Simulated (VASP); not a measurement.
A run of VASP 6.6.1 is set up as follows.

The input POSCAR:

```
PbS
1.0
    0.0000000000      3.0391250000      2.8167500000
    3.0391250000      0.0000000000      2.8167500000
    3.0391250000      3.0391250000      0.0000000000
Pb S
1 1
Direct
    0.0000000000      0.0000000000      0.0000000000
    0.5000000000      0.5000000000      0.5000000000
```

INCAR.step1

```
SYSTEM = PbS
PREC = Accurate ; ENCUT = 550
ISMEAR = 0 ; SIGMA = 0.05
LREAL = .FALSE. ; LASPH = .TRUE.
NELM = 120 ; NBANDS = 17
GGA = PE ; ALGO = Normal
EDIFF = 1E-5 ; LWAVE = .TRUE.
LCHARG = .FALSE. ; GGA_COMPAT = .FALSE.
```

File INCAR.step2:

```
SYSTEM = PbS
PREC = Accurate ; ENCUT = 550
EDIFF = 1E-6 ; ISMEAR = 0
SIGMA = 0.05 ; LREAL = .FALSE.
LASPH = .TRUE. ; NELM = 120
ALGO = Normal ; ISIF = 2
LWAVE = .FALSE. ; LCHARG = .FALSE.
METAGGA = R2SCAN ; LMIXTAU = .TRUE.
NBANDS = 17 ; ISTART = 1
GGA_COMPAT = .FALSE.
```

File KPOINTS:

```
regular mesh
0
G
  8 8 8
  0 0 0
```

Potentials or basis: VASP PAW PBE potentials, release 64 (Pb_d, S).

The run is started by

```sh
$ cat potpaw_PBE.64/Pb_d/POTCAR potpaw_PBE.64/S/POTCAR > POTCAR
$ cp INCAR.step1 INCAR
$ mpirun -np 1 vasp_std > vasp.out
$ cp INCAR.step2 INCAR
$ mpirun -np 1 vasp_std > vasp.out
```

(1) Predict the pressure.

(2) What does it give for the band gap on the k mesh?

Answers

(1) 2.5 GPa.

(2) 0.43 eV.

Caveat: the cell differs from its parent crystal (strain +0.025 along x and y, -0.050 along z); the stress differs along the axes, from -1 to 10 GPa; the PAW data sets were made with another functional, which shifts forces and pressure a little; spin-orbit coupling is left out, which moves the levels of the heavy elements.
